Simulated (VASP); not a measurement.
# NaCl (Fm-3m) in VASP: further runs

Runs on NaCl. Level: PBE+D3(BJ). Tasks: single point, relaxation of cell and atoms.

All numbers are computed with VASP 6.6.1; they aren't measurements. Logs are shortened: lines on timing, memory, paths and dates and some standing lists are left out, and cuts for length are marked.

## (1) The cell of the first run

Symmetry: Fm-3m, No. 225, cubic system. Conventional cell: a = 5.575 Å, b = 5.575 Å, c = 5.575 Å, α = 90.00°, β = 90.00°, γ = 90.00°. Within 3.7 Å of Na (site symmetry m-3m) lie 6 Cl at 2.79 Å. Within 3.7 Å of Cl (site symmetry m-3m) lie 6 Na at 2.79 Å.

## (2) Single point, PBE+D3(BJ)

Contents of INCAR:

```
PREC = Accurate
ENCUT = 520
EDIFF = 1E-7
ISMEAR = 0
SIGMA = 0.02
LREAL = F
LASPH = T
NELM = 80
ALGO = Normal
ISIF = 2
LWAVE = F
LCHARG = F
GGA = PE
IVDW = 12
NBANDS = 14
```

Contents of KPOINTS:

```
regular mesh
0
Gamma
  8 8 8
```

Contents of POSCAR:

```
NaCl
1.0
    0.0000000000      2.7877464490      2.7877464490
    2.7877464490      0.0000000000      2.7877464490
    2.7877464490      2.7877464490      0.0000000000
Na Cl
1 1
Direct
    0.0000000000      0.0000000000      0.0000000000
    0.5000000000      0.5000000000      0.5000000000
```

Potentials or basis: VASP PAW PBE potentials, release 64 (Na_pv, Cl).

On the command line:

```sh
cat potpaw_PBE.64/Na_pv/POTCAR potpaw_PBE.64/Cl/POTCAR > POTCAR
mpirun -np 1 vasp_std > vasp.out
```

OUTCAR:

```text
PREC = Accurate
   ENCUT = 520
   EDIFF = 1E-7
   ISMEAR = 0
   LREAL = F
   LASPH = T
   NELM = 80
   ISIF = 2
   GGA = PE
   IVDW = 12
 IVDW          = 12

 ion  position               nearest neighbor table
   1  0.000  0.000  0.000-
   2  0.500  0.500  0.500-

  LATTYP: Found a face centered cubic cell.
 ALAT       =     5.5754928980

  Lattice vectors:

 A1 = (   0.0000000000,   2.7877464490,   2.7877464490)
 A2 = (   2.7877464490,   0.0000000000,   2.7877464490)
 A3 = (   2.7877464490,   2.7877464490,   0.0000000000)

Analysis of symmetry for initial positions (statically):
=====================================================================
 Subroutine PRICEL returns:
 Original cell was already a primitive cell.

 Routine SETGRP: Setting up the symmetry group for a
 face centered cubic supercell.

 Subroutine GETGRP returns: Found 48 space group operations
 (whereof 48 operations were pure point group operations)
 out of a pool of 48 trial point group operations.

The static configuration has the point symmetry O_h .

Analysis of symmetry for dynamics (positions and initial velocities):
=====================================================================
 Subroutine PRICEL returns:
 Original cell was already a primitive cell.

 Routine SETGRP: Setting up the symmetry group for a
 face centered cubic supercell.

 Subroutine GETGRP returns: Found 48 space group operations
 (whereof 48 operations were pure point group operations)
 out of a pool of 48 trial point group operations.

The dynamic configuration has the point symmetry O_h .

 Subroutine INISYM returns: Found 48 space group operations
 (whereof 48 operations are pure point group operations),
 and found     1 'primitive' translations

----------------------------------------------------------------------------------------

                                     Primitive cell

  volume of cell :      43.3301

  direct lattice vectors                    reciprocal lattice vectors
     0.000000000  2.787746449  2.787746449    -0.179356340  0.179356340  0.179356340
     2.787746449  0.000000000  2.787746449     0.179356340 -0.179356340  0.179356340
     2.787746449  2.787746449  0.000000000     0.179356340  0.179356340 -0.179356340

  length of vectors
     3.942468837  3.942468837  3.942468837     0.310654294  0.310654294  0.310654294

  position of ions in fractional coordinates (direct lattice)
     0.000000000  0.000000000  0.000000000
     0.500000000  0.500000000  0.500000000

  ion indices of the primitive-cell ions
   primitive index   ion index
                 1           1
                 2           2

----------------------------------------------------------------------------------------

 KPOINTS: regular mesh

Automatic generation of k-mesh.
 Grid dimensions read from file:
 generate k-points for:    8    8    8

 Generating k-lattice:

  Cartesian coordinates                     Fractional coordinates (reciprocal lattice)
    -0.022419543  0.022419543  0.022419543     0.125000000  0.000000000  0.000000000
     0.022419543 -0.022419543  0.022419543     0.000000000  0.125000000  0.000000000
     0.022419543  0.022419543 -0.022419543     0.000000000  0.000000000  0.125000000

  Length of vectors
     0.038831787  0.038831787  0.038831787

  Shift w.r.t. Gamma in fractional coordinates (k-lattice)
     0.000000000  0.000000000  0.000000000

 Subroutine IBZKPT returns following result:
 ===========================================

 Found     29 irreducible k-points:

 Following reciprocal coordinates:
            Coordinates               Weight
  0.000000  0.000000  0.000000      1.000000
  0.125000  0.000000  0.000000      8.000000
  0.250000  0.000000  0.000000      8.000000
  0.375000  0.000000  0.000000      8.000000
  0.500000  0.000000  0.000000      4.000000
  0.125000  0.125000  0.000000      6.000000
[... 16 lines left out ...]
  0.500000  0.250000  0.125000     48.000000
 -0.375000  0.250000  0.125000     24.000000
 [... further k-points ...]
   k-points           NKPTS =     29   k-points in BZ     NKDIM =     29   number of bands    NBANDS=     14
   number of dos      NEDOS =    301   number of ions     NIONS =      2
   total plane-waves  NPLWV =  27000
   dimension x,y,z NGX =    30 NGY =   30 NGZ =   30
   dimension x,y,z NGXF=    60 NGYF=   60 NGZF=   60
   ions per type =               1   1
   NGX,Y,Z   is equivalent  to a cutoff of  12.65, 12.65, 12.65 a.u.
   NGXF,Y,Z  is equivalent  to a cutoff of  25.30, 25.30, 25.30 a.u.
 SYSTEM =  unknown system
   PREC   = accura    normal or accurate (medium, high low for compatibility)
   ISTART =      0    job   : 0-new  1-cont  2-samecut
   ICHARG =      2    charge: 1-file 2-atom 10-const
   ISPIN  =      1    spin polarized calculation?
   LNONCOLLINEAR =      F non collinear calculations
   LSORBIT =      F    spin-orbit coupling
   LASPH  =      T    aspherical Exc in radial PAW
   ENCUT  =  520.0 eV  38.22 Ry    6.18 a.u.   7.33  7.33  7.33*2*pi/ulx,y,z
   NELM   =     80;   NELMIN=  2; NELMDL= -5     # of ELM steps
   EDIFF  = 0.1E-06   stopping-criterion for ELM
   LREAL  =      F    real-space projection
   EDIFFG = 0.1E-05   stopping-criterion for IOM
   NSW    =      0    number of steps for IOM
   IBRION =     -1    ionic relax: 0-MD 1-quasi-New 2-CG
   NFREE  =      0    steps in history (QN), initial steepest desc. (CG)
   ISIF   =      2    stress and relaxation
   ISYM   =      2    0-nonsym 1-usesym 2-fastsym
   POTIM  = 0.5000    time-step for ionic-motion
   TEBEG  =    0.0;   TEEND  =   0.0 temperature during run
   PSTRESS=    0.0 pullay stress
   NELECT =      14.0000    total number of electrons
   NUPDOWN=      -1.0000    fix difference up-down
   EMIN   =  10.00;   EMAX   =-10.00  energy-range for DOS
   EFERMI =   0.00;   METHOD = LEGACY
   ISMEAR =     0;   SIGMA  =   0.02  broadening in eV -4-tet -1-fermi 0-gaus
   EFERMI_NEDOS =   21; number of points for ismear=-14 and -15
   IALGO  =     38    algorithm
   IMIX   =      4    mixing-type and parameters
     AMIX     =   0.40;   BMIX     =  1.00
     AMIX_MAG =   1.60;   BMIX_MAG =  1.00
  volume/ion in A,a.u.               =      21.67       146.20
  Fermi-wavevector in a.u.,A,eV,Ry     =   1.123365  2.122852 17.169859  1.261949
  Thomas-Fermi vector in A             =   2.260031
   LORBIT       =      0    0 simple, 1 ext, 2 COOP (PROOUT), +10 PAW based schemes
   GGA     = PE    functional components
   LHFCALC =     F    Hartree Fock is set to
   AEXX    =    0.0000 exact exchange contribution
   IVDW    =    12    specifies the selected vdW correction
   LEPSILON=     F    determine dielectric tensor
   LRPA    =     F    only Hartree local field effects (RPA)
 non-spin polarized calculation
 Gauss-broadening in eV      SIGMA  =   0.02
  energy-cutoff  :      520.00
  volume of cell :       43.33
 maximum number of plane-waves:      1211
 NGX is ok and might be reduce to    30
   NGX = 15   NGY = 15   NGZ = 15

 number of electron      14.0000009 magnetization

 Free energy of the ion-electron system (eV)
  ---------------------------------------------------
  ext. energy  EPLUGINS =         0.00000000
  ---------------------------------------------------
  free energy    TOTEN  =        -6.76273243 eV

  energy without entropy =       -6.76273243  energy(sigma->0) =       -6.76273243

 E-fermi :  -0.3610     XC(G=0):  -8.3146

 val. band max:       -0.5274540777   @ k =   0.0000   0.0000   0.0000
 cond. band min:       4.7165754481   @ k =   0.0000   0.0000   0.0000
 fundamental gap:      5.2440295258
 Fermi energy:        -0.3609966126

 k-point     1 :       0.0000    0.0000    0.0000
  band No.  band energies     occupation
      1     -21.2811      2.00000
      2     -21.2811      2.00000
      3     -21.2811      2.00000
      4     -13.2664      2.00000
      5      -0.5275      2.00000
      6      -0.5275      2.00000
      7      -0.5275      2.00000
      8       4.7166      0.00000
      9      10.6271      0.00000
     10      10.6271      0.00000
     11      10.6271      0.00000
     12      12.8333      0.00000
     13      12.8333      0.00000
     14      14.4982      0.00000

 k-point     2 :       0.1250    0.0000    0.0000
  band No.  band energies     occupation
      1     -21.2862      2.00000
      2     -21.2814      2.00000
      3     -21.2814      2.00000
      4     -13.2145      2.00000
      5      -0.9157      2.00000
      6      -0.5712      2.00000
      7      -0.5712      2.00000
      8       5.2263      0.00000
      9      10.0910      0.00000
     10      10.8284      0.00000
     11      10.8284      0.00000
     12      12.5843      0.00000
     13      12.5843      0.00000
     14      15.4540      0.00000

 k-point     3 :       0.2500    0.0000    0.0000
  band No.  band energies     occupation
      1     -21.2984      2.00000
      2     -21.2823      2.00000
      3     -21.2823      2.00000
      4     -13.0855      2.00000
      5      -1.6826      2.00000
      6      -0.6735      2.00000
      7      -0.6735      2.00000
      8       6.2038      0.00000
      9       9.5726      0.00000
     10      10.9406      0.00000
     11      10.9406      0.00000
     12      12.8121      0.00000
     13      12.8121      0.00000
     14      15.3667      0.00000
[... 324 lines left out ...]
 k-point    23 :       0.5000    0.2500    0.1250
  band No.  band energies     occupation
      1     -21.3060      2.00000
      2     -21.2899      2.00000
      3     -21.2851      2.00000
      4     -12.9012      2.00000
      5      -2.1458      2.00000
      6      -1.2535      2.00000
      7      -0.9097      2.00000
      8       7.7724      0.00000
      9       9.1660      0.00000
     10       9.5129      0.00000
     11      11.5207      0.00000
     12      13.3500      0.00000
     13      15.8029      0.00000
     14      16.1806      0.00000

 k-point    24 :      -0.3750    0.2500    0.1250
  band No.  band energies     occupation
      1     -21.3086      2.00000
      2     -21.2904      2.00000
      3     -21.2860      2.00000
      4     -12.8587      2.00000
      5      -2.2696      2.00000
      6      -1.3360      2.00000
      7      -0.9657      2.00000
      8       7.8918      0.00000
      9       9.1606      0.00000
     10       9.8806      0.00000
     11      11.3330      0.00000
     12      14.0033      0.00000
     13      15.3150      0.00000
     14      16.3145      0.00000

 [... further k-points ...]

------------------------ aborting loop because EDIFF is reached ----------------------------------------

 Edisp (eV)   -0.44471

 E8    (eV) :    -0.1860

  FORCE on cell =-STRESS in cart. coord.  units (eV):
  Direction    XX          YY          ZZ          XY          YZ          ZX
  --------------------------------------------------------------------------------------
  -------------------------------------------------------------------------------------
  Total       0.00372     0.00372     0.00372     0.00000     0.00000     0.00000
  in kB       0.13755     0.13755     0.13755     0.00000     0.00000     0.00000
  external pressure =        0.14 kB  Pullay stress =        0.00 kB

 VOLUME and BASIS-vectors are now :
 -----------------------------------------------------------------------------
  energy-cutoff  :      520.00
  volume of cell :       43.33
      direct lattice vectors                 reciprocal lattice vectors
     0.000000000  2.787746449  2.787746449    -0.179356340  0.179356340  0.179356340
     2.787746449  0.000000000  2.787746449     0.179356340 -0.179356340  0.179356340
     2.787746449  2.787746449  0.000000000     0.179356340  0.179356340 -0.179356340

 POSITION                                       TOTAL-FORCE (eV/Angst)
 -----------------------------------------------------------------------------------
      0.00000      0.00000      0.00000        -0.000000      0.000000      0.000000
      2.78775      2.78775      2.78775         0.000000     -0.000000     -0.000000
 -----------------------------------------------------------------------------------
    total drift:                               -0.000000      0.000000      0.000000

  FREE ENERGIE OF THE ION-ELECTRON SYSTEM (eV)
  ---------------------------------------------------
  free  energy   TOTEN  =        -7.2074454384 eV

  energy  without entropy=       -7.2074454384  energy(sigma->0) =       -7.20744544
```

It took 19 s on 1 thread of Intel Xeon Platinum 8375C at 2.90GHz (Ice Lake), shared host; peak memory 0.17 GiB.

What came out:

| Item | Value |
| --- | --- |
| Free energy | -7.2074 eV |
| Pressure | 0.0 GPa |
| Band gap on the k mesh | 5.24 eV, direct |
| Dispersion energy per atom | -0.222 eV |

## (3) Relaxation of cell and atoms, PBE+D3(BJ)

This run uses another cell than the first one, of 22.71 Å³/atom, 1.048 times its volume.

Contents of INCAR:

```
SYSTEM = NaCl
ALGO     = Normal         ! electronic algorithm
EDIFF    = 1E-6           ! SCF threshold, eV
EDIFFG   = -0.005         ! ionic threshold
ENCUT    = 600            ! plane-wave cutoff, eV
GGA      = PE             ! functional
IBRION   = 2              ! ionic algorithm
ISIF     = 3              ! what is computed and relaxed
ISMEAR   = 0              ! smearing method
IVDW     = 12             ! dispersion correction
LASPH    = .TRUE.         ! aspherical terms in the spheres
LCHARG   = .FALSE.        ! write CHGCAR
LREAL    = .FALSE.        ! projectors in reciprocal space
LWAVE    = .FALSE.        ! write WAVECAR
NELM     = 100            ! most SCF steps
NSW      = 100            ! ionic steps
PREC     = Accurate       ! precision mode
SIGMA    = 0.02           ! smearing width, eV
```

Contents of KPOINTS:

```
k-points
0
G
  8 8 8
  0 0 0
```

Contents of POSCAR:

```
NaCl
1.0
    0.0000000000      2.8317500000      2.8317500000
    2.8317500000      0.0000000000      2.8317500000
    2.8317500000      2.8317500000      0.0000000000
Na Cl
1 1
Direct
    0.0000000000      0.0000000000      0.0000000000
    0.5000000000      0.5000000000      0.5000000000
```

Potentials or basis: VASP PAW PBE potentials, release 64 (Na_pv, Cl).

On the command line:

```sh
cat potpaw_PBE.64/Na_pv/POTCAR potpaw_PBE.64/Cl/POTCAR > POTCAR
mpirun -np 1 vasp_std > vasp.out
```

Run time: 31 s. Hardware: 1 thread of Intel Xeon Platinum 8375C at 2.90GHz (Ice Lake), shared host; peak memory 0.19 GiB.

It converged, with:

```
Free energy                            : -7.2079 eV
Relaxed volume                         : 21.72 Å³/atom
Relaxed cell                           : a = 3.946 Å, b = 3.946 Å, c = 3.946 Å, α = 60.00°, β = 60.00°, γ = 60.00°
Space group after relaxing (to 0.05 Å) : Fm-3m (No. 225)
Energy gained by relaxing              : 3.7 meV/atom
Ionic steps                            : 4
Pressure after relaxing                : 0.0 GPa
Band gap on the k mesh                 : 5.23 eV, direct
Dispersion energy per atom             : -0.222 eV
```

Step by step:
```tsv
step	energy change (eV)	largest force (eV/Å)	pressure (GPa)	volume (Å³)
1	0.0000	0.0000	-1.13	45.41
2	-0.0056	0.0000	-0.56	44.37
3	-0.0073	0.0000	-0.11	43.61
4	-0.0074	0.0000	0.01	43.43
```

Final structure:
```yaml
crystal:
  lattice:
    - [0.00000, 2.78991, 2.78991]
    - [2.78991, 0.00000, 2.78991]
    - [2.78991, 2.78991, 0.00000]
  atoms:
    - { symbol: Na, position: [0.00000, 0.00000, 0.00000] }
    - { symbol: Cl, position: [0.50000, 0.50000, 0.50000] }
```

Levels at points of the mesh, in eV from the valence-band top:
```tsv
k point	band 4	band 5	band 6	band 7	band 8	band 9	band 10	band 11
(0.00, 0.00, 0.00)	-12.73	0.00	0.00	0.00	5.23	11.15	11.15	11.15
(0.50, 0.00, 0.00)	-12.36	-2.02	-0.28	-0.28	7.33	10.89	11.05	11.05
(0.50, 0.50, 0.00)	-12.31	-1.74	-0.63	-0.63	7.63	8.05	11.55	15.07
```
